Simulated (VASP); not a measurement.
# NaCl: G0W0 quasiparticle levels with PBE

NaCl:

```
Na Cl
1.0
     0.00000    3.01009    3.01009
     3.01009    0.00000    3.01009
     3.01009    3.01009    0.00000
Na Cl
1 1
Direct
  0.00000 0.00000 0.00000
  0.25000 0.25000 0.25000
```

| Item | Value |
| --- | --- |
| Program | VASP 6.6.1 |
| Task | G0W0 quasiparticle levels |
| Functional | PBE |
| Potentials or basis | VASP PAW PBE potentials, release 64 (Na_sv_GW, Cl_GW) |
| Cutoff | 500 eV |
| k mesh | 4 × 4 × 4 |
| Occupations | gaussian, width 0.01 eV |
| Spin | no spin polarisation |
| Dipole correction | no |
| GW scheme | G0W0 |
| GW iterations | 1 |
| Cutoff of the response function | 150 |
| Frequency points | 96 |
| Empty bands | 227 |
| Further INCAR settings | ALGO = EVGW0; EDIFF = 1e-08; NBANDS = 235 |

```
Quasiparticle gap                                   : 8.21 eV
Least direct quasiparticle gap                      : 8.21 eV
Band gap of the starting levels on the mesh         : 5.13 eV
Least direct gap of the starting levels on the mesh : 5.13 eV
```

It took 4.1 min on 1 thread of AMD EPYC 9R45 96-Core Processor (Zen 5), on a shared host, peak memory 0.7 GiB.

Caveat: the k points lie up to 0.45 Å⁻¹ apart; bands, screening cutoff and mesh are small and nothing is extrapolated, so the quasiparticle values aren't converged; the structure was generated, so it needn't be the stable form of NaCl.
